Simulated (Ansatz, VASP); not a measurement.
## Two plane-wave programs on Si2Ni

File INCAR:

```
SYSTEM = Si2Ni
ALGO     = Normal         ! electronic algorithm
EDIFF    = 1E-7           ! SCF threshold, eV
ENCUT    = 520            ! plane-wave cutoff, eV
GGA      = PS             ! functional
ISIF     = 2              ! what is computed and relaxed
ISMEAR   = 0              ! smearing method
LASPH    = .TRUE.         ! aspherical terms in the spheres
LCHARG   = .TRUE.         ! write CHGCAR
LELF     = .TRUE.         ! ELF
LREAL    = .FALSE.        ! projectors in reciprocal space
LVHAR    = .TRUE.       
LWAVE    = .FALSE.        ! write WAVECAR
NBANDS   = 16             ! bands
NELM     = 80             ! most SCF steps
PREC     = Accurate       ! precision mode
SIGMA    = 0.15           ! smearing width, eV
```

The input KPOINTS:

```
k-points
0
G
  16 16 16
  0 0 0
```

Contents of POSCAR:

```
Si2Ni
1.0
    0.0000000000      2.6485300198      2.6957048548
    2.7428796898      0.0000000000      2.6957048548
    2.7428796898      2.6485300198      0.0000000000
Si Ni
2 1
Direct
    0.2500000000      0.2500000000      0.2500000000
    0.7500000000      0.7500000000      0.7500000000
    0.0000000000      0.0000000000      0.0000000000
```

Input for Ansatz:

```yaml
crystal:
  lattice:
    - [0.0, 2.6485300198, 2.6957048548]
    - [2.7428796898, 0.0, 2.6957048548]
    - [2.7428796898, 2.6485300198, 0.0]
  atoms:
    - { symbol: Si, position: [0.25, 0.25, 0.25] }
    - { symbol: Si, position: [0.75, 0.75, 0.75] }
    - { symbol: Ni, position: [0.0, 0.0, 0.0] }
basis:
  ecutwfc: 420
kpoints:
  mp_grid: { grid: [16, 16, 16] }
hamiltonian:
  xc: pbesol
scf:
  occupations: { method: gaussian, width: 0.15 }
output:
  forces: true
  stress: true
  eigenvalues: true
```

Change from the starting cell: strain +0.0175 x Voigt [1, -1, 0, 0, 0, 0], atoms carried along.

Alike in both runs: task single point; functional PBEsol; k mesh 16 × 16 × 16; occupations gaussian, width 0.15 eV; no spin polarisation.

|  | VASP | Ansatz |
| --- | --- | --- |
| version | VASP 6.6.1 | Ansatz 0.2.0 |
| potentials or method | VASP PAW PBE potentials, release 64 (Si, Ni), cutoff 520 eV | scalar-relativistic, plane waves, PAW |
| valence electrons in the cell | 18 | 26 |

Ansatz gave:

| Quantity | Value |
| --- | --- |
| gap on the k mesh at the Fermi level (eV) | none |
| pressure (GPa) | -0.1 |
| traceless stress, the component that is largest in VASP (GPa) | -0.99 |

Q: Which values does VASP return?

A: gap on the k mesh at the Fermi level (eV): none; pressure (GPa): 0.1; traceless stress, the component that is largest in VASP (GPa): -0.97.

VASP's potentials were made for PBE, not for PBEsol. A gap of «none» marks a metal or a gap that the smearing closes. VASP's potentials hold 18 valence electrons a cell and Ansatz's 26, so a difference there can come from the potentials and not from the codes.
